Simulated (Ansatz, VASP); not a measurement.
One calculation of K, two programs

File INCAR:

```
ALGO     = Fast           # electronic algorithm
EDIFF    = 1E-7           # SCF threshold, eV
ENCUT    = 520            # plane-wave cutoff, eV
ISIF     = 2              # what is computed and relaxed
ISMEAR   = 0              # smearing method
LASPH    = True           # aspherical terms in the spheres
LCHARG   = False          # write CHGCAR
LREAL    = False          # projectors in reciprocal space
LWAVE    = False          # write WAVECAR
NBANDS   = 16             # bands
NELM     = 60             # most SCF steps
PREC     = Accurate       # precision mode
SIGMA    = 0.05           # smearing width, eV
```

Contents of KPOINTS:

```
k-points
0
Gamma
  8 8 6
```

The input POSCAR:

```
K
1.0
    2.4379623500     -4.0476104500      0.0000000000
    2.4379623500      4.0476104500      0.0000000000
    0.0000000000      0.0000000000      7.8117980100
K
2
Direct
    0.8206130200      0.1793869800      0.2500000000
    0.1793869800      0.8206130200      0.7500000000
```

Input for Ansatz:

```yaml
crystal:
  lattice:
    - [2.43796235, -4.04761045, 0.0]
    - [2.43796235, 4.04761045, 0.0]
    - [0.0, 0.0, 7.81179801]
  atoms:
    - { symbol: K, position: [0.82061302, 0.17938698, 0.25] }
    - { symbol: K, position: [0.17938698, 0.82061302, 0.75] }
basis:
  ecutwfc: 420
  fft_grid_basis: typed
kpoints:
  mp_grid: { grid: [8, 8, 6] }
hamiltonian:
  xc: lda
scf:
  occupations: { method: gaussian, width: 0.05 }
output:
  forces: true
  stress: true
  eigenvalues: true
  bader: true
  write_density: true
  volumetric_format: npy
  elf: true
```

Alike in both runs: task single point; functional LDA; k mesh 8 × 8 × 6; occupations gaussian, width 0.05 eV; no spin polarisation.

|  | VASP | Ansatz |
| --- | --- | --- |
| version | VASP 6.6.1 | Ansatz 0.2.0 |
| potentials or method | VASP PAW LDA potentials, release 64 (K_sv), cutoff 520 eV | scalar-relativistic, plane waves, PAW |
| valence electrons in the cell | 18 | 18 |

```tsv
	VASP	Ansatz	Ansatz less VASP
gap on the k mesh at the Fermi level (eV)	none	none	-
pressure (GPa)	-0.6	-0.6	+0.01
traceless stress, the component that is largest in VASP (GPa)	-0.11	-0.11	0.000
```

LDA's correlation is that of Perdew and Zunger in VASP and of Perdew and Wang (1992) in Ansatz. A gap of «none» marks a metal or a gap that the smearing closes.
